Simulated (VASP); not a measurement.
Set up this calculation in VASP 6.6.1, as the native input.

- Task: single point
- Functional: PBE
- Potentials or basis: VASP PAW PBE potentials, release 64 (Sc_sv)
- Cutoff: 500 eV
- k mesh: 15 × 15 × 15
- Occupations: fermi-dirac, width 0.05 eV
- Spin: no spin polarisation
- Dipole correction: no
- Further INCAR settings: ALGO = Normal; EDIFF = 1e-06; NBANDS = 12

The structure of Sc lies in POSCAR:

```
Sc
1.0
    2.4377612532      0.0000000000      0.0000000000
    0.0000000000      2.4377612532      0.0000000000
    0.0000000000      0.0000000000      2.4377612532
Sc
1
Direct
    0.0000000000      0.0000000000      0.0000000000
```

These files were run (other wordings do the same):

INCAR

```
SYSTEM = Sc
PREC = Accurate ; ENCUT = 500
EDIFF = 1E-6 ; ISMEAR = -1
SIGMA = 0.05 ; LREAL = .False.
LASPH = .True. ; NELM = 120
ALGO = Normal ; ISIF = 2
LWAVE = .False. ; LCHARG = .True.
GGA = PE ; LELF = .True.
LVHAR = .True. ; NBANDS = 12
GGA_COMPAT = .False.
```

KPOINTS

```
regular mesh
0
Gamma
  15 15 15
  0 0 0
```

Potentials or basis: VASP PAW PBE potentials, release 64 (Sc_sv).

Run with:

```console
$ cat potpaw_PBE.64/Sc_sv/POTCAR > POTCAR
$ mpirun -np 1 vasp_std > vasp.out
```

It gave:

```yaml
Pressure: 52.1 GPa
```

Run time: 9.3 s on 1 thread of Intel(R) Xeon(R) Platinum 8488C (Sapphire Rapids), with other jobs on the host, peak memory 0.13 GiB.
